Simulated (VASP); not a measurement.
A run of VASP 6.6.1 is set up as follows.

Contents of INCAR:

```
ALGO = Normal
EDIFF = 1E-7
ENCUT = 520
GGA = PS
ISIF = 2
ISMEAR = -1
LASPH = T
LCHARG = T
LELF = T
LREAL = F
LVHAR = T
LWAVE = F
NBANDS = 64
NELM = 60
PREC = Accurate
SIGMA = 0.05
```

KPOINTS

```
k-points
0
Gamma
  5 5 5
```

File POSCAR:

```
RuS2
1.0
    5.6106000000      0.0000000000      0.0000000000
    0.0000000000      5.6106000000      0.0000000000
    0.0000000000      0.0000000000      5.6106000000
Ru S
4 8
Direct
    0.0000000000      0.5000000000      0.5000000000
    0.5000000000      0.5000000000      0.0000000000
    0.5000000000      0.0000000000      0.5000000000
    0.0000000000      0.0000000000      0.0000000000
    0.3883100000      0.1116900000      0.8883100000
    0.1116900000      0.8883100000      0.3883100000
    0.8883100000      0.3883100000      0.1116900000
    0.6116900000      0.6116900000      0.6116900000
    0.6116900000      0.8883100000      0.1116900000
    0.8883100000      0.1116900000      0.6116900000
    0.1116900000      0.6116900000      0.8883100000
    0.3883100000      0.3883100000      0.3883100000
```

Potentials or basis: VASP PAW PBE potentials, release 64 (Ru_pv, S).

Run with:

```sh
$ cat potpaw_PBE.64/Ru_pv/POTCAR potpaw_PBE.64/S/POTCAR > POTCAR
$ mpirun -np 1 vasp_std > vasp.out
```

Task: What does it give for the band gap on the k mesh?

Result: 0.71 eV, indirect (least direct gap 0.93 eV).

Task: Predict the largest force.

Result: 0.302 eV/Å.

Task: Estimate the pressure.

Result: -3.1 GPa.

Forces on the atoms (eV/Å):
```
Ru   0.000  0.000  0.000
Ru   0.000  0.000  0.000
Ru   0.000  0.000  0.000
Ru   0.000  0.000  0.000
S   -0.174  0.174 -0.174
S    0.174 -0.174 -0.174
S   -0.174 -0.174  0.174
S    0.174  0.174  0.174
S    0.174 -0.174  0.174
S   -0.174  0.174  0.174
S    0.174  0.174 -0.174
S   -0.174 -0.174 -0.174
```

Caveat: the PAW data sets were made with another functional, which shifts forces and pressure a little. A k mesh can miss the band edges.
